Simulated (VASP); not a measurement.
Set up this calculation in VASP 6.6.1, as the native input.

- Task: single point
- Functional: PBE
- Potentials or basis: VASP PAW PBE potentials, release 64 (Ba_sv, Ti_sv, O_h)
- Cutoff: 1340 eV
- k mesh: 6 × 6 × 6
- Occupations: fermi-dirac, width 0.01 eV
- Spin: no spin polarisation
- Dipole correction: no
- Further INCAR settings: ALGO = Normal; EDIFF = 1e-06; NBANDS = 28

The structure of BaTiO3 lies in POSCAR:

```
BaTiO3
1.0
    4.0364010697      0.0000000000      0.0000000000
    0.0000000000      4.0364010697      0.0000000000
    0.0000000000      0.0000000000      4.0364010697
Ba Ti O
1 1 3
Direct
    0.5000000000      0.5000000000      0.5000000000
    0.0000000000      0.0000000000      0.0000000000
    0.5000000000      0.0000000000      0.0000000000
    0.0000000000      0.5000000000      0.0000000000
    0.0000000000      0.0000000000      0.5000000000
```

One way to write it, as run:

INCAR

```
SYSTEM = BaTiO3
ALGO = Normal
EDIFF = 1E-6
ENCUT = 1340
GGA = PE
GGA_COMPAT = .False.
ISIF = 2
ISMEAR = -1
LASPH = .True.
LCHARG = .True.
LELF = .True.
LREAL = .False.
LVHAR = .True.
LWAVE = .False.
NBANDS = 28
NELM = 120
PREC = Accurate
SIGMA = 0.01
```

KPOINTS

```
k-points
0
Gamma
  6 6 6
  0 0 0
```

Potentials or basis: VASP PAW PBE potentials, release 64 (Ba_sv, Ti_sv, O_h).

Launch:

```console
$ cat potpaw_PBE.64/Ba_sv/POTCAR potpaw_PBE.64/Ti_sv/POTCAR potpaw_PBE.64/O_h/POTCAR > POTCAR
$ mpirun -np 1 vasp_std > vasp.out
```

It gave:

* Pressure: -0.5 GPa
* Band gap on the k mesh: 1.70 eV (least direct gap 1.86 eV)

Caveat: spin-orbit coupling is left out, which moves the levels of the heavy elements.

Run time: 2.3 min on 1 thread of Intel(R) Xeon(R) Platinum 8259CL CPU @ 2.50GHz (Skylake/Cascade Lake), with other jobs on the host, peak memory 0.43 GiB.
